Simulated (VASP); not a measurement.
PbSe: single point with PBE

PbSe:

```
Pb Se
1.0
     0.00000    3.44088    3.44088
     3.44088    0.00000    3.44088
     3.44088    3.44088    0.00000
Pb Se
1 1
Direct
  0.25000 0.25000 0.25000
  0.00000 0.00000 0.00000
```

The cell was generated, and may not be a known phase.

```yaml
Program: VASP 6.6.1
Task: single point
Functional: PBE
Potentials_or_basis: VASP PAW PBE potentials, release 64 (Pb_d, Se)
Cutoff: 520 eV
k_mesh: 6 × 6 × 6
Occupations: gaussian, width 0.1 eV
Spin: no spin polarisation
```

```yaml
Pressure: 0.2 GPa
Band_gap_on_the_k_mesh: 0.78 eV (least direct gap 1.17 eV)
```

Levels at points of the mesh, in eV from the valence-band top:
```
           k point  band 8  band 9  band 10  band 11  band 12  band 13
(0.00, 0.00, 0.00)   -1.46   -1.46    -1.46     2.24     2.24     2.24
(0.50, 0.00, 0.00)   -1.98   -1.98    -1.85     2.99     2.99     3.73
(0.50, 0.50, 0.00)   -2.66   -2.66    -0.39     0.78     4.92     4.92
```

It took 25 s on 1 thread of Intel(R) Xeon(R) Platinum 8259CL CPU @ 2.50GHz (Skylake/Cascade Lake) (shared host), peak memory 0.21 GiB.

Caveat: spin-orbit coupling is left out, which moves the levels of the heavy elements. A k mesh can miss the band edges.
